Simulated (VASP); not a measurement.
Zn2Si3N3:

```xyz
8
Lattice="3.0591 0.0000 0.0000 0.0000 3.0591 0.0000 0.0000 0.0000 10.4031" Properties=species:S:1:pos:R:3 pbc="T T T"
Zn    1.5295    0.0000    7.0149
Zn    0.0000    1.5295    3.3882
Si    0.0000    1.5295    9.2858
Si    1.5295    0.0000    1.1173
Si    0.0000    0.0000    5.2015
N     0.0000    0.0000    0.0000
N     1.5295    1.5295    1.9304
N     1.5295    1.5295    8.4727
```

| Item | Value |
| --- | --- |
| Program | VASP 6.6.1 |
| Task | relaxation of cell and atoms |
| Functional | PBE |
| Potentials or basis | VASP PAW PBE potentials, release 64 (Zn, Si, N) |
| Cutoff | 600 eV |
| k mesh | 10 × 10 × 4 |
| Occupations | gaussian, width 0.1 eV |
| Spin | no spin polarisation |

At the start: pressure 0.2 GPa; volume 12.17 Å³/atom.

Q: Where does the relaxation end?

A: Over 10 steps the energy falls by 2.3 meV/atom and the volume is 12.15 Å³/atom (-0.1 %); space group P-4m2 (No. 115, to 0.1 Å) before and after.

Step by step:
```csv
step,energy change (eV),largest force (eV/Å),pressure (GPa),volume (Å³)
1,0.0000,0.0886,0.21,97.35
2,-0.0071,0.0587,-0.27,97.57
3,-0.0135,0.0679,-0.99,97.96
4,-0.0175,0.0585,0.01,97.24
5,-0.0176,0.0673,0.29,97.09
6,-0.0176,0.0649,0.22,97.13
7,-0.0182,0.0222,0.16,97.11
8,-0.0183,0.0165,0.14,97.09
9,-0.0183,0.0149,0.12,97.09
10,-0.0183,0.0032,-0.06,97.21
```

Final structure:
```
Zn Si N
1.0
     3.02267    0.00000    0.00000
     0.00000    3.02267    0.00000
     0.00000    0.00000   10.63996
Zn Si N
2 3 3
Cartesian
  1.5113 0.0000 7.1647
  0.0000 1.5113 3.4753
  0.0000 1.5113 9.5177
  1.5113 0.0000 1.1222
  0.0000 0.0000 5.3200
  0.0000 0.0000 0.0000
  1.5113 1.5113 1.9621
  1.5113 1.5113 8.6779
```
